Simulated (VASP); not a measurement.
# HfB (Fm-3m) in VASP: further runs

Runs on HfB. Level: r2SCAN. Tasks: single point, relaxation of cell and atoms.

All numbers are computed with VASP 6.6.1; they aren't measurements. Logs are shortened: lines on timing, memory, paths and dates and some standing lists are left out, and cuts for length are marked.

## (1) The cell of the first run

The structure is cubic, space group Fm-3m (No. 225). The conventional cell has a = 4.620 Å, b = 4.620 Å, c = 4.620 Å, α = 90.00°, β = 90.00°, γ = 90.00°. Within 3.1 Å of Hf (site symmetry m-3m) lie 6 B at 2.31 Å. Within 3.1 Å of B (site symmetry m-3m) lie 6 Hf at 2.31 Å.

## (2) Single point, r2SCAN

Input file POSCAR:

```
HfB
1.0
    0.0000000000     -2.3100000000     -2.3100000000
    2.3100000000      0.0000000000     -2.3100000000
    2.3100000000     -2.3100000000      0.0000000000
Hf B
1 1
Direct
    0.0000000000      0.0000000000      0.0000000000
    0.5000000000      0.5000000000      0.5000000000
```

Input file INCAR.step1:

```
SYSTEM = HfB
  PREC = Accurate
  ENCUT = 520
  ISMEAR = 0
  SIGMA = 0.1
  LREAL = .FALSE.
  LASPH = .TRUE.
  NELM = 100
  NBANDS = 14
  GGA = PE
  ALGO = Normal
  EDIFF = 1E-4
  LWAVE = .TRUE.
  LCHARG = .FALSE.
```

Input file INCAR.step2:

```
SYSTEM = HfB
  PREC = Accurate
  ENCUT = 520
  EDIFF = 1E-6
  ISMEAR = 0
  SIGMA = 0.1
  LREAL = .FALSE.
  LASPH = .TRUE.
  NELM = 100
  ALGO = Normal
  ISIF = 2
  LWAVE = .FALSE.
  LCHARG = .TRUE.
  METAGGA = R2SCAN
  LMIXTAU = .TRUE.
  LELF = .TRUE.
  LVHAR = .TRUE.
  NBANDS = 14
  ISTART = 1
```

Input file KPOINTS:

```
regular mesh
0
G
  6 6 6
  0 0 0
```

Potentials or basis: VASP PAW PBE potentials, release 64 (Hf_pv, B).

On the command line:

```
cat potpaw_PBE.64/Hf_pv/POTCAR potpaw_PBE.64/B/POTCAR > POTCAR
cp INCAR.step1 INCAR
mpirun -np 1 vasp_std > vasp.out
cp INCAR.step2 INCAR
mpirun -np 1 vasp_std > vasp.out
```

OUTCAR:

```text
SYSTEM = HfB
   PREC = Accurate
   ENCUT = 520
   EDIFF = 1E-6
   ISMEAR = 0
   LREAL = .FALSE.
   LASPH = .TRUE.
   NELM = 100
   ISIF = 2
   METAGGA = R2SCAN
   ISTART = 1

 ion  position               nearest neighbor table
   1  0.000  0.000  0.000-   2 2.31   2 2.31   2 2.31   2 2.31   2 2.31   2 2.31
   2  0.500  0.500  0.500-   1 2.31   1 2.31   1 2.31   1 2.31   1 2.31   1 2.31

  LATTYP: Found a face centered cubic cell.
 ALAT       =     4.6200000000

  Lattice vectors:

 A1 = (   0.0000000000,  -2.3100000000,  -2.3100000000)
 A2 = (   2.3100000000,   0.0000000000,  -2.3100000000)
 A3 = (   2.3100000000,  -2.3100000000,   0.0000000000)

Analysis of symmetry for initial positions (statically):
=====================================================================
 Subroutine PRICEL returns:
 Original cell was already a primitive cell.

 Routine SETGRP: Setting up the symmetry group for a
 face centered cubic supercell.

 Subroutine GETGRP returns: Found 48 space group operations
 (whereof 48 operations were pure point group operations)
 out of a pool of 48 trial point group operations.

The static configuration has the point symmetry O_h .

Analysis of symmetry for dynamics (positions and initial velocities):
=====================================================================
 Subroutine PRICEL returns:
 Original cell was already a primitive cell.

 Routine SETGRP: Setting up the symmetry group for a
 face centered cubic supercell.

 Subroutine GETGRP returns: Found 48 space group operations
 (whereof 48 operations were pure point group operations)
 out of a pool of 48 trial point group operations.

The dynamic configuration has the point symmetry O_h .

 Subroutine INISYM returns: Found 48 space group operations
 (whereof 48 operations are pure point group operations),
 and found     1 'primitive' translations

----------------------------------------------------------------------------------------

                                     Primitive cell

  volume of cell :      24.6528

  direct lattice vectors                    reciprocal lattice vectors
     0.000000000 -2.310000000 -2.310000000    -0.216450216 -0.216450216 -0.216450216
     2.310000000  0.000000000 -2.310000000     0.216450216  0.216450216 -0.216450216
     2.310000000 -2.310000000  0.000000000     0.216450216 -0.216450216  0.216450216

  length of vectors
     3.266833329  3.266833329  3.266833329     0.374902772  0.374902772  0.374902772

  position of ions in fractional coordinates (direct lattice)
     0.000000000  0.000000000  0.000000000
     0.500000000  0.500000000  0.500000000

  ion indices of the primitive-cell ions
   primitive index   ion index
                 1           1
                 2           2

----------------------------------------------------------------------------------------

 KPOINTS: regular mesh

Automatic generation of k-mesh.
 Grid dimensions read from file:
 generate k-points for:    6    6    6

 Generating k-lattice:

  Cartesian coordinates                     Fractional coordinates (reciprocal lattice)
    -0.036075036 -0.036075036 -0.036075036     0.166666667  0.000000000  0.000000000
     0.036075036  0.036075036 -0.036075036     0.000000000  0.166666667  0.000000000
     0.036075036 -0.036075036  0.036075036     0.000000000  0.000000000  0.166666667

  Length of vectors
     0.062483795  0.062483795  0.062483795

  Shift w.r.t. Gamma in fractional coordinates (k-lattice)
     0.000000000  0.000000000  0.000000000

 Subroutine IBZKPT returns following result:
 ===========================================

 Found     16 irreducible k-points:

 Following reciprocal coordinates:
            Coordinates               Weight
  0.000000  0.000000  0.000000      1.000000
  0.166667  0.000000  0.000000      8.000000
  0.333333  0.000000  0.000000      8.000000
  0.500000  0.000000  0.000000      4.000000
  0.166667  0.166667  0.000000      6.000000
  0.333333  0.166667  0.000000     24.000000
[... 8 lines left out ...]
 -0.333333  0.333333  0.166667     24.000000
 -0.333333  0.500000  0.166667     12.000000
   k-points           NKPTS =     16   k-points in BZ     NKDIM =     16   number of bands    NBANDS=     14
   number of dos      NEDOS =    301   number of ions     NIONS =      2
   total plane-waves  NPLWV =  13824
   dimension x,y,z NGX =    24 NGY =   24 NGZ =   24
   dimension x,y,z NGXF=    48 NGYF=   48 NGZF=   48
   ions per type =               1   1
   NGX,Y,Z   is equivalent  to a cutoff of  12.21, 12.21, 12.21 a.u.
   NGXF,Y,Z  is equivalent  to a cutoff of  24.43, 24.43, 24.43 a.u.
 SYSTEM =  HfB
   PREC   = accura    normal or accurate (medium, high low for compatibility)
   ISTART =      1    job   : 0-new  1-cont  2-samecut
   ICHARG =      0    charge: 1-file 2-atom 10-const
   ISPIN  =      1    spin polarized calculation?
   LNONCOLLINEAR =      F non collinear calculations
   LSORBIT =      F    spin-orbit coupling
   LASPH  =      T    aspherical Exc in radial PAW
   ENCUT  =  520.0 eV  38.22 Ry    6.18 a.u.   6.07  6.07  6.07*2*pi/ulx,y,z
   NELM   =    100;   NELMIN=  2; NELMDL=  0     # of ELM steps
   EDIFF  = 0.1E-05   stopping-criterion for ELM
   LREAL  =      F    real-space projection
   EDIFFG = 0.1E-04   stopping-criterion for IOM
   NSW    =      0    number of steps for IOM
   IBRION =     -1    ionic relax: 0-MD 1-quasi-New 2-CG
   NFREE  =      0    steps in history (QN), initial steepest desc. (CG)
   ISIF   =      2    stress and relaxation
   ISYM   =      2    0-nonsym 1-usesym 2-fastsym
   POTIM  = 0.5000    time-step for ionic-motion
   TEBEG  =    0.0;   TEEND  =   0.0 temperature during run
   PSTRESS=    0.0 pullay stress
   NELECT =      13.0000    total number of electrons
   NUPDOWN=      -1.0000    fix difference up-down
   EMIN   =  10.00;   EMAX   =-10.00  energy-range for DOS
   EFERMI =   0.00;   METHOD = LEGACY
   ISMEAR =     0;   SIGMA  =   0.10  broadening in eV -4-tet -1-fermi 0-gaus
   EFERMI_NEDOS =   21; number of points for ismear=-14 and -15
   IALGO  =     38    algorithm
   IMIX   =      4    mixing-type and parameters
     AMIX     =   0.40;   BMIX     =  1.00
     AMIX_MAG =   1.60;   BMIX_MAG =  1.00
  volume/ion in A,a.u.               =      12.33        83.18
  Fermi-wavevector in a.u.,A,eV,Ry     =   1.322617  2.499383 23.800871  1.749315
  Thomas-Fermi vector in A             =   2.452285
   LORBIT       =      0    0 simple, 1 ext, 2 COOP (PROOUT), +10 PAW based schemes
   METAGGA = R2SCAN    functional components
   LHFCALC =     F    Hartree Fock is set to
   AEXX    =    0.0000 exact exchange contribution
   IVDW    =     0    specifies the selected vdW correction
   LEPSILON=     F    determine dielectric tensor
   LRPA    =     F    only Hartree local field effects (RPA)
 non-spin polarized calculation
 Gauss-broadening in eV      SIGMA  =   0.10
  energy-cutoff  :      520.00
  volume of cell :       24.65
 maximum number of plane-waves:       680
   NGX = 13   NGY = 13   NGZ = 13

 number of electron      13.0000002 magnetization

 Free energy of the ion-electron system (eV)
  ---------------------------------------------------
  ext. energy  EPLUGINS =         0.00000000
  ---------------------------------------------------
  free energy    TOTEN  =       -53.17979532 eV

  energy without entropy =      -53.16983102  energy(sigma->0) =      -53.17481317

 E-fermi :   4.7740     XC(G=0): -13.2316

 val. band max:        4.7418695779   @ k =   0.5000   0.3333   0.1667
 cond. band min:       5.3768920901   @ k =   0.1667   0.0000   0.0000
 fundamental gap:      0.6350225122
 Fermi energy:         4.7740382717

 k-point     1 :       0.0000    0.0000    0.0000
  band No.  band energies     occupation
      1     -24.3634      2.00000
      2     -24.3634      2.00000
      3     -24.3634      2.00000
      4      -5.1550      2.00000
      5       7.4951      0.00000
      6       7.4951      0.00000
      7       7.4951      0.00000
      8       9.1961      0.00000
      9       9.1961      0.00000
     10       9.1961      0.00000
     11       9.4194      0.00000
     12       9.4194      0.00000
     13      17.2681      0.00000
     14      18.8724      0.00000

 k-point     2 :       0.1667    0.0000    0.0000
  band No.  band energies     occupation
      1     -24.5640      2.00000
      2     -24.3830      2.00000
      3     -24.3830      2.00000
      4      -4.3468      2.00000
      5       5.3769      0.00000
      6       6.0567      0.00000
      7       6.0568      0.00000
      8       8.5291      0.00000
      9       8.5291      0.00000
     10      10.0834      0.00000
     11      13.1831      0.00000
     12      13.1831      0.00000
     13      19.1814      0.00000
     14      19.2825      0.00000

 k-point     3 :       0.3333    0.0000    0.0000
  band No.  band energies     occupation
      1     -24.9434      2.00000
      2     -24.4217      2.00000
      3     -24.4217      2.00000
      4      -2.3305      2.00000
      5       2.6485      2.00000
      6       4.2169      2.00000
      7       4.2169      2.00000
      8      10.4499      0.00000
      9      10.4499      0.00000
     10      11.0917      0.00000
     11      17.4495      0.00000
     12      17.4495      0.00000
     13      17.4819      0.00000
     14      19.2832      0.00000

 k-point     4 :       0.5000    0.0000    0.0000
  band No.  band energies     occupation
      1     -25.1235      2.00000
      2     -24.4409      2.00000
      3     -24.4409      2.00000
      4      -0.2033      2.00000
      5       0.4649      2.00000
      6       3.5831      2.00000
      7       3.5831      2.00000
      8      11.9810      0.00000
      9      11.9810      0.00000
     10      13.1371      0.00000
     11      13.8386      0.00000
     12      19.2832      0.00000
     13      19.7227      0.00000
     14      19.7227      0.00000

 k-point     5 :       0.1667    0.1667    0.0000
  band No.  band energies     occupation
      1     -24.5485      2.00000
      2     -24.4306      2.00000
      3     -24.4306      2.00000
      4      -4.1132      2.00000
      5       4.5620      1.99729
      6       6.2776      0.00000
      7       6.7546      0.00000
      8       6.7546      0.00000
      9       9.8581      0.00000
     10      11.3628      0.00000
     11      11.3628      0.00000
[... 140 lines left out ...]
 k-point    14 :       0.5000    0.3333    0.1667
  band No.  band energies     occupation
      1     -24.9203      2.00000
      2     -24.6612      2.00000
      3     -24.5137      2.00000
      4      -1.4757      2.00000
      5       2.1811      2.00000
      6       3.8881      2.00000
      7       4.7419      1.35084
      8       9.0051      0.00000
      9      12.5082      0.00000
     10      13.3559      0.00000
     11      13.5649      0.00000
     12      17.8837      0.00000
     13      19.2832      0.00000
     14      20.5022      0.00000

 k-point    15 :      -0.3333    0.3333    0.1667
  band No.  band energies     occupation
      1     -24.9436      2.00000
      2     -24.7448      2.00000
      3     -24.5570      2.00000
      4      -0.8057      2.00000
      5       1.9407      2.00000
      6       3.6648      2.00000
      7       4.3839      2.00000
      8      10.5453      0.00000
      9      10.8774      0.00000
     10      13.1344      0.00000
     11      15.5675      0.00000
     12      17.0204      0.00000
     13      19.2831      0.00000
     14      19.6540      0.00000

 k-point    16 :      -0.3333    0.5000    0.1667
  band No.  band energies     occupation
      1     -24.9464      2.00000
      2     -24.7368      2.00000
      3     -24.6350      2.00000
      4      -1.4800      2.00000
      5       3.6401      2.00000
      6       3.6828      2.00000
      7       4.4742      1.99998
      8       9.2889      0.00000
      9      12.3519      0.00000
     10      13.2929      0.00000
     11      13.4030      0.00000
     12      16.3078      0.00000
     13      19.2832      0.00000
     14      21.1927      0.00000

------------------------ aborting loop because EDIFF is reached ----------------------------------------

  FORCE on cell =-STRESS in cart. coord.  units (eV):
  Direction    XX          YY          ZZ          XY          YZ          ZX
  --------------------------------------------------------------------------------------
  -------------------------------------------------------------------------------------
  Total        4.5735212      4.5735212      4.5735212      0.0000000      0.0000000      0.0000000
  in kB      297.2318512    297.2318512    297.2318512      0.0000000      0.0000000      0.0000000
  external PRESSURE =     297.2318512 kB  Pullay stress =       0.0000000 kB

 VOLUME and BASIS-vectors are now :
 -----------------------------------------------------------------------------
  energy-cutoff  :      520.00
  volume of cell :       24.65
      direct lattice vectors                 reciprocal lattice vectors
     0.000000000 -2.310000000 -2.310000000    -0.216450216 -0.216450216 -0.216450216
     2.310000000  0.000000000 -2.310000000     0.216450216  0.216450216 -0.216450216
     2.310000000 -2.310000000  0.000000000     0.216450216 -0.216450216  0.216450216

 POSITION                                       TOTAL-FORCE (eV/Angst)
 -----------------------------------------------------------------------------------
      0.00000      0.00000      0.00000        -0.000000      0.000000      0.000000
      2.31000     -2.31000     -2.31000         0.000000      0.000000     -0.000000
 -----------------------------------------------------------------------------------
    total drift:                                0.000000      0.000000      0.000000

  FREE ENERGIE OF THE ION-ELECTRON SYSTEM (eV)
  ---------------------------------------------------
  free  energy   TOTEN  =       -53.1797953198 eV

  energy  without entropy=      -53.1698310199  energy(sigma->0) =      -53.17481317
```

It took 19 s on 1 thread of AMD EPYC 9R14 (Zen 4), shared host; peak memory 0.11 GiB.

Results:

```
Free energy : -53.1798 eV
Pressure    : 29.7 GPa
```

Levels at points of the mesh, in eV from the Fermi level:
```tsv
k point	band 5	band 6	band 7	band 8	band 9	band 10
(0.00, 0.00, 0.00)	2.72	2.72	2.72	4.42	4.42	4.42
(0.50, 0.00, 0.00)	-4.31	-1.19	-1.19	7.21	7.21	8.36
(0.50, 0.50, 0.00)	-0.88	-0.79	2.69	2.69	6.70	8.62
```

Caveat: the k points lie up to 0.39 Å⁻¹ apart; the PAW data sets were made with another functional, which shifts forces and pressure a little; spin-orbit coupling is left out, which moves the levels of the heavy elements.

## (3) Single point, r2SCAN

This run uses another cell than the first one, of 14.04 Å³/atom, 1.139 times its volume.

Input file POSCAR:

```
HfB
1.0
    0.0000000000     -2.4124510851     -2.4124510851
    2.4124510851      0.0000000000     -2.4124510851
    2.4124510851     -2.4124510851      0.0000000000
Hf B
1 1
Direct
    0.0000000000      0.0000000000      0.0000000000
    0.5000000000      0.5000000000      0.5000000000
```

Input file INCAR.step1:

```
SYSTEM = HfB
ALGO = Normal
EDIFF = 1E-4
ENCUT = 520
GGA = PE
ISMEAR = 0
LASPH = .TRUE.
LCHARG = .FALSE.
LREAL = .FALSE.
LWAVE = .TRUE.
NBANDS = 14
NELM = 100
PREC = Accurate
SIGMA = 0.1
```

Input file INCAR.step2:

```
SYSTEM = HfB
ALGO = Normal
EDIFF = 1E-6
ENCUT = 520
ISIF = 2
ISMEAR = 0
ISTART = 1
LASPH = .TRUE.
LCHARG = .FALSE.
LMIXTAU = .TRUE.
LREAL = .FALSE.
LWAVE = .FALSE.
METAGGA = R2SCAN
NBANDS = 14
NELM = 100
PREC = Accurate
SIGMA = 0.1
```

Input file KPOINTS:

```
k-points
0
G
  16 16 16
  0 0 0
```

Potentials or basis: VASP PAW PBE potentials, release 64 (Hf_pv, B).

On the command line:

```
cat potpaw_PBE.64/Hf_pv/POTCAR potpaw_PBE.64/B/POTCAR > POTCAR
cp INCAR.step1 INCAR
mpirun -np 1 vasp_std > vasp.out
cp INCAR.step2 INCAR
mpirun -np 1 vasp_std > vasp.out
```

Run time: 3 min. Hardware: 1 thread of AMD EPYC 9R14 (Zen 4), shared host; peak memory 0.18 GiB.

The run converged. Its results:

```yaml
Free_energy: -53.4467 eV
Pressure: -0.1 GPa
```

Levels at points of the mesh, in eV from the Fermi level:
```
           k point  band 4  band 5  band 6  band 7  band 8  band 9  band 10  band 11
(0.00, 0.00, 0.00)   -9.75    2.31    2.31    2.31    3.77    3.77     3.77     3.88
(0.50, 0.00, 0.00)   -4.99   -4.83   -1.23   -1.23    6.07    6.07     6.99     8.07
(0.50, 0.50, 0.00)   -6.90   -1.48   -0.72    1.99    1.99    5.59     7.23     7.23
```

Caveat: the PAW data sets were made with another functional, which shifts forces and pressure a little; spin-orbit coupling is left out, which moves the levels of the heavy elements.

## (4) Relaxation of cell and atoms, r2SCAN

This run uses another cell than the first one, of 14.07 Å³/atom, 1.141 times its volume.

Input file POSCAR:

```
HfB
1.0
    0.0000000000     -2.4141707882     -2.4141707882
    2.4141707882      0.0000000000     -2.4141707882
    2.4141707882     -2.4141707882      0.0000000000
Hf B
1 1
Direct
    0.0000000000      0.0000000000      0.0000000000
    0.5000000000      0.5000000000      0.5000000000
```

Input file INCAR.step1:

```
SYSTEM = HfB
ALGO = Normal ; EDIFF = 1E-4
ENCUT = 600 ; GGA = PE
ISMEAR = 0 ; LASPH = .True.
LCHARG = .False. ; LREAL = .False.
LWAVE = .True. ; NELM = 100
PREC = Accurate ; SIGMA = 0.1
```

Input file INCAR.step2:

```
SYSTEM = HfB
ALGO = Normal ; EDIFF = 1E-6
EDIFFG = -0.005 ; ENCUT = 600
IBRION = 2 ; ISIF = 3
ISMEAR = 0 ; ISTART = 1
LASPH = .True. ; LCHARG = .False.
LMIXTAU = .True. ; LREAL = .False.
LWAVE = .False. ; METAGGA = R2SCAN
NELM = 100 ; NSW = 100
PREC = Accurate ; SIGMA = 0.1
```

Input file KPOINTS:

```
k-points
0
Gamma
  16 16 16
  0 0 0
```

On the command line:

```
cat potpaw_PBE.64/Hf_pv/POTCAR potpaw_PBE.64/B/POTCAR > POTCAR
cp INCAR.step1 INCAR
mpirun -np 1 vasp_std > vasp.out
cp INCAR.step2 INCAR
mpirun -np 1 vasp_std > vasp.out
```

Run time: 8.2 min. Hardware: 1 thread of AMD EPYC 9R14 (Zen 4), shared host; peak memory 0.18 GiB.

Results (log left out):

| Quantity | Value |
| --- | --- |
| Free energy | -53.4477 eV |
| Relaxed volume | 14.03 Å³/atom |
| Relaxed cell | a = 3.411 Å, b = 3.411 Å, c = 3.411 Å, α = 60.00°, β = 60.00°, γ = 60.00° |
| Space group after relaxing (to 0.05 Å) | Fm-3m (No. 225) |
| Energy gained by relaxing | 0.1 meV/atom |
| Ionic steps | 4 |
| Pressure after relaxing | 0.0 GPa |

Step by step:
| step | energy change (eV) | largest force (eV/Å) | pressure (GPa) | volume (Å³) |
| --- | --- | --- | --- | --- |
| 1 | 0.0000 | 0.0000 | -0.55 | 28.14 |
| 2 | 0.0001 | 0.0000 | 0.70 | 27.94 |
| 3 | -0.0001 | 0.0000 | -0.06 | 28.06 |
| 4 | -0.0001 | 0.0000 | 0.01 | 28.05 |

Final structure:
```yaml
crystal:
  lattice:
    - [0.00000, -2.41166, -2.41166]
    - [2.41166, 0.00000, -2.41166]
    - [2.41166, -2.41166, 0.00000]
  atoms:
    - { symbol: Hf, position: [0.00000, 0.00000, 0.00000] }
    - { symbol: B, position: [0.50000, 0.50000, 0.50000] }
```

Levels at points of the mesh, in eV from the Fermi level:
```csv
k point,band 3,band 4,band 5,band 6,band 7,band 8,band 9,band 10
"(0.00, 0.00, 0.00)",-30.11,-9.75,2.31,2.31,2.31,3.77,3.77,3.77
"(0.50, 0.00, 0.00)",-30.16,-4.98,-4.83,-1.23,-1.23,6.07,6.07,7.00
"(0.50, 0.50, 0.00)",-30.28,-6.90,-1.47,-0.73,1.99,1.99,5.60,7.24
```

Caveat: the PAW data sets were made with another functional, which shifts forces and pressure a little; spin-orbit coupling is left out, which moves the levels of the heavy elements.

## (5) Overview

| task | cell | k mesh | cutoff (eV) | gap on the mesh (eV) | pressure (GPa) |
| --- | --- | --- | --- | --- | --- |
| single point | a = 3.267 Å, angles 60.0°, 2 atoms | 6 × 6 × 6 | 520 | none | 29.7 |
| single point | a = 3.412 Å, angles 60.0°, 2 atoms | 16 × 16 × 16 | 520 | none | -0.1 |
| relaxation of cell and atoms | relaxed from a = 3.414 Å, angles 60.0°, 2 atoms | 16 × 16 × 16 | 600 | none | 0.0 |

Alike in all rows: level r2SCAN; potentials or basis VASP PAW PBE potentials, release 64 (Hf_pv, B); no spin polarisation; smearing gaussian 0.1 eV.

Caveats: some runs use coarse meshes; the PAW data sets were made with another functional, which shifts forces and pressure a little; spin-orbit coupling is left out, which moves the levels of the heavy elements.

Absolute energies hang on the potentials; compare differences alone.
